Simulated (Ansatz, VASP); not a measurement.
**One calculation of H3CCl, two programs**

```
C Cl H
1.0
     9.02872    0.00000    0.00000
     0.00000    9.02872    0.00000
     0.00000    0.00000    9.02872
C Cl H
8 8 24
Direct
  0.66288 0.51061 0.01095
  0.40809 0.11763 0.64180
  0.73071 0.82555 0.69687
  0.95981 0.01900 0.30041
  0.04675 0.49708 0.21428
  0.93303 0.27955 0.75575
  0.38356 0.56948 0.55700
  0.49553 0.99382 0.15824
  0.61954 0.40776 0.17517
  0.28990 0.10145 0.80060
  0.87269 0.68860 0.71983
  0.14324 0.06046 0.36396
  0.01729 0.47859 0.40973
  0.88334 0.15196 0.90028
  0.33043 0.70565 0.69143
  0.58366 0.88546 0.30049
  0.62340 0.62410 0.02542
  0.78265 0.50992 0.99512
  0.60832 0.45790 0.91657
  0.41188 0.01039 0.58515
  0.36158 0.20248 0.56869
  0.51842 0.15070 0.68000
  0.62331 0.77016 0.68839
  0.73318 0.89925 0.79308
  0.75447 0.88798 0.59568
  0.94280 0.07526 0.19457
  0.95043 0.89893 0.28745
  0.88038 0.05908 0.38245
  0.02231 0.61210 0.18382
  0.16198 0.46893 0.18878
  0.97116 0.42126 0.15759
  0.84217 0.35867 0.74226
  0.03504 0.33600 0.78873
  0.95211 0.21646 0.65400
  0.33917 0.46237 0.59193
  0.33587 0.60141 0.45057
  0.50450 0.56569 0.54997
  0.43791 0.08625 0.21101
  0.58101 0.03452 0.08271
  0.41619 0.92274 0.10068
```

Alike in both runs: functional PBE; dispersion D3(BJ); k mesh 1 × 1 × 1; occupations fermi-dirac, width 0.05 eV; no spin polarisation.

Ansatz relaxed the structure, and its values are those at the end. VASP's run is a single point on that final structure, the one shown.

```csv
,VASP,Ansatz
version,VASP 6.6.1,Ansatz 0.2.0
potentials or method,"VASP PAW PBE potentials, release 64 (C_h, Cl, H_h), cutoff 1000 eV","scalar-relativistic, plane waves, PAW"
valence electrons in the cell,112,112
```

|  | VASP | Ansatz | Ansatz less VASP |
| --- | --- | --- | --- |
| rms of the force components (eV/Å) | 0.045 | 0.027 | -0.0177 |
